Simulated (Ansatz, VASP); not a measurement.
## SrO in VASP and in Ansatz

POSCAR

```
SrO
1.0
    0.0000000000      2.5798927166      2.5798927166
    2.5798927166      0.0000000000      2.5798927166
    2.5798927166      2.5798927166      0.0000000000
Sr O
1 1
Direct
    0.5000000000      0.5000000000      0.5000000000
    0.0000000000      0.0000000000      0.0000000000
```

The input INCAR.step1:

```
SYSTEM = SrO
ALGO = Normal
EDIFF = 1E-5
ENCUT = 520
GGA = PE
ISIF = 2
ISMEAR = 0
LASPH = .True.
LCHARG = .False.
LREAL = .False.
LWAVE = .True.
NBANDS = 15
NELM = 60
PREC = Accurate
SIGMA = 0.01
```

Contents of INCAR.step2:

```
SYSTEM = SrO
AEXX = 0.3
ALGO = Normal
EDIFF = 1E-7
ENCUT = 520
GGA = PE
HFSCREEN = 0.3
ISIF = 2
ISMEAR = 0
ISTART = 1
LASPH = .True.
LCHARG = .False.
LHFCALC = .True.
LREAL = .False.
LWAVE = .False.
NBANDS = 15
NELM = 60
PREC = Accurate
PRECFOCK = Normal
SIGMA = 0.01
```

KPOINTS

```
k-points
0
Gamma
  4 4 4
  0 0 0
```

Input for Ansatz:

```yaml
crystal:
  lattice:
    - [0.0, 2.5798927166, 2.5798927166]
    - [2.5798927166, 0.0, 2.5798927166]
    - [2.5798927166, 2.5798927166, 0.0]
  atoms:
    - { symbol: Sr, position: [0.5, 0.5, 0.5] }
    - { symbol: O, position: [0.0, 0.0, 0.0] }
kpoints:
  mp_grid: { grid: [4, 4, 4] }
hamiltonian:
  xc: { exchange: pbe, correlation: pbe, exx: { coeff: 0.3, omega: 0.3 } }
scf:
  occupations: { method: fixed }
  n_extra_bands: 4
output:
  forces: true
  stress: true
  eigenvalues: true
```

Alike in both runs: task single point; functional PBE-based screened hybrid; k mesh 4 × 4 × 4; no spin polarisation.

|  | VASP | Ansatz |
| --- | --- | --- |
| version | VASP 6.6.1 | Ansatz 0.2.0 |
| potentials or method | VASP PAW PBE potentials, release 64 (Sr_sv, O) | plane waves |
| plane-wave cutoff (eV) | 520 | 420 |
| occupations | gaussian, width 0.01 eV | fixed |
| valence electrons in the cell | 16 | 16 |

|  | VASP | Ansatz | Ansatz less VASP |
| --- | --- | --- | --- |
| gap on the k mesh at the Fermi level (eV) | 4.75 | 4.80 | +0.050 |
| pressure (GPa) | -0.1 | -0.6 | -0.53 |

VASP's potentials were made for PBE, not for PBE-based screened hybrid. Ansatz's warnings: stress exchange threshold loose, stress scf threshold loose.

The k mesh is coarse, so the values compare programs but aren't converged.
